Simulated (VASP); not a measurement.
Write the native input for VASP 6.6.1 that does the following.

- Task: dielectric tensor
- Functional: r2SCAN
- Potentials or basis: VASP PAW PBE potentials, release 64 (Ga_d, N)
- Cutoff: 520 eV
- k mesh: 8 × 8 × 8
- Occupations: gaussian, width 0.01 eV
- Spin: no spin polarisation
- Dipole correction: no
- Further INCAR settings: ALGO = Normal; EDIFF = 1e-08

The structure of GaN lies in POSCAR:

```
GaN
1.0
    0.0000000000      2.2714420665      2.2714420665
    2.2714420665      0.0000000000      2.2714420665
    2.2714420665      2.2714420665      0.0000000000
Ga N
1 1
Direct
    0.0000000000      0.0000000000      0.0000000000
    0.2500000000      0.2500000000      0.2500000000
```

This cell differs from its parent crystal: strain +1.0%.

These files were run (other wordings do the same):

INCAR

```
PREC = Accurate ; ENCUT = 520
EDIFF = 1E-8 ; ISMEAR = 0
SIGMA = 0.01 ; LREAL = F
LASPH = T ; NELM = 80
ALGO = Normal ; ISIF = 2
LWAVE = F ; LCHARG = F
METAGGA = R2SCAN ; LMIXTAU = T
LCALCEPS = T
```

KPOINTS

```
regular mesh
0
Gamma
  8 8 8
```

Potentials or basis: VASP PAW PBE potentials, release 64 (Ga_d, N).

Launch:

```sh
$ cat potpaw_PBE.64/Ga_d/POTCAR potpaw_PBE.64/N/POTCAR > POTCAR
$ mpirun -np 1 vasp_std > vasp.out
```

It gave:

```yaml
Band_gap_on_the_k_mesh: 1.96 eV
Electronic_dielectric_tensor_diagonal: 5.55
Born_charges_mean_of_the_diagonal: Ga +2.68; N -2.68 e
```

Caveat: the cell differs from its parent crystal (strain +1.0%); the structure was generated, so it needn't be the stable form of GaN.

Run time: 12 min on 1 thread of Intel(R) Xeon(R) 6975P-C (Granite Rapids), on a shared host, peak memory 0.31 GiB.
